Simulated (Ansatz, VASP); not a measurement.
# NiAu: VASP beside Ansatz

Contents of INCAR:

```
SYSTEM = NiAu
PREC = Accurate ; ENCUT = 600
EDIFF = 1E-7 ; ISMEAR = -1
SIGMA = 0.15 ; LREAL = .False.
LASPH = .True. ; NELM = 120
ALGO = Normal ; ISIF = 3
LWAVE = .False. ; LCHARG = .False.
GGA = PS ; IBRION = 2
NSW = 80 ; EDIFFG = -0.001
GGA_COMPAT = .False. ; NELMIN = 4
```

File KPOINTS:

```
regular mesh
0
Gamma
  18 18 18
  0 0 0
```

Contents of POSCAR:

```
NiAu
1.0
    1.3813366981      0.7975151144      4.2136533443
   -1.3813366981      0.7975151144      4.2136533443
    0.0000000000     -1.5950302289      4.2136533442
Ni Au
1 1
Direct
    0.5000000000      0.5000000000      0.5000000000
    0.0000000000      0.0000000000      0.0000000000
```

Input for Ansatz:

```yaml
crystal:
  lattice:
    - [1.3813366981, 0.7975151144, 4.2136533443]
    - [-1.3813366981, 0.7975151144, 4.2136533443]
    - [0.0, -1.5950302289, 4.2136533442]
  atoms:
    - { symbol: Ni, position: [0.5, 0.5, 0.5] }
    - { symbol: Au, position: [0.0, 0.0, 0.0] }
basis:
  ecutwfc: 420
kpoints:
  mp_grid: { grid: [18, 18, 18] }
hamiltonian:
  xc: pbesol
scf:
  occupations: { method: fermi_dirac, width: 0.15 }
output:
  forces: true
  stress: true
  eigenvalues: true
relax:
  adjacent_minimum: "off"
  f_tol: 0.001
  max_steps: 60
  cell: { stress_tol: 0.01 }
```

Alike in both runs: task relaxation of cell and atoms; functional PBEsol; k mesh 18 × 18 × 18; occupations fermi-dirac, width 0.15 eV; no spin polarisation.

```csv
,VASP,Ansatz
version,VASP 6.6.1,Ansatz 0.2.0
potentials or method,"VASP PAW PBE potentials, release 64 (Ni, Au), cutoff 600 eV","scalar-relativistic, plane waves, PAW"
valence electrons in the cell,21,37
```

Ansatz gave:

| Property | Result |
| --- | --- |
| gap on the k mesh at the Fermi level, each at its own relaxed structure (eV) | none |
| relaxed volume (Å³/atom) | 13.97 |
| relaxed length of the cell vector where the two differ most in proportion (Å) | 4.508 |

Task: What did VASP give for the same quantities?

Result: gap on the k mesh at the Fermi level, each at its own relaxed structure (eV): none; relaxed volume (Å³/atom): 13.96; relaxed length of the cell vector where the two differ most in proportion (Å): 4.508.

VASP's potentials were made for PBE, not for PBEsol. A gap of «none» marks a metal or a gap that the smearing closes. VASP's potentials hold 21 valence electrons a cell and Ansatz's 37, so a difference there can come from the potentials and not from the codes.

Neither program's run includes spin-orbit coupling.
